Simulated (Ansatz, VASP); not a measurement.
# PdPtS3 in VASP and in Ansatz

```
Pd Pt S
1.0
     4.68995    0.00000    0.00000
     0.00000    4.68995    0.00000
     0.00000    0.00000    4.68995
Pd Pt S
1 1 3
Direct
  0.00000 0.00000 0.00000
  0.50000 0.50000 0.50000
  0.50000 0.00000 0.50000
  0.50000 0.50000 0.00000
  0.00000 0.50000 0.50000
```

Change from the starting cell: species swapped into the CsHgBr3 type (Pm-3m, No. 221).

Alike in both runs: task single point; functional PBE; k mesh 4 × 4 × 4; occupations gaussian, width 0.1 eV; collinear spin.

|  | VASP | Ansatz |
| --- | --- | --- |
| version | VASP 6.6.1 | Ansatz 0.2.0 |
| potentials or method | VASP PAW PBE potentials, release 64 (Pd, Pt, S), cutoff 520 eV | scalar-relativistic, plane waves, PAW |
| valence electrons in the cell | 38 | 54 |

VASP gave:

```
gap on the k mesh at the Fermi level (eV)                     : none
pressure (GPa)                                                : 0.5
net moment per atom (μB)                                      : 0.27
size of the moment on the site where the two differ most (μB) : 0.12
```

Problem. Estimate Ansatz's values.

Solution. gap on the k mesh at the Fermi level (eV): none; pressure (GPa): 0.6; net moment per atom (μB): 0.26; size of the moment on the site where the two differ most (μB): 0.10.

Site moments also hang on the region over which each program counts them. A gap of «none» marks a metal or a gap that the smearing closes. VASP's potentials hold 38 valence electrons a cell and Ansatz's 54, so a difference there can come from the potentials and not from the codes.

Spin-orbit coupling is off throughout.
